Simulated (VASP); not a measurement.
The system is CdTe.

```xyz
2
Lattice="0.0000 3.2050 3.2050 3.2050 0.0000 3.2050 3.2050 3.2050 0.0000" Properties=species:S:1:pos:R:3 pbc="T T T"
Cd    0.0000    0.0000    0.0000
Te    1.6025    1.6025    1.6025
```

Base run:

* Program: VASP 6.6.1
* Functional: LDA
* Potentials or basis: VASP PAW LDA potentials, release 64 (Cd, Te)
* Cutoff: 500 eV
* k mesh: 6 × 6 × 6
* Occupations: gaussian, width 0.01 eV
* Spin: no spin polarisation

Its results: band gap on the k mesh 0.65 eV, direct; pressure 0.3 GPa.

Problem. The run is repeated on the same cell with these changes: k mesh from 6 × 6 × 6 to 2 × 2 × 2. What comes out?

Solution. Band gap on the k mesh 0.48 eV, direct; pressure 4.2 GPa.

Caveats: some runs use coarse meshes; spin-orbit coupling is left out, which moves the levels of the heavy elements.

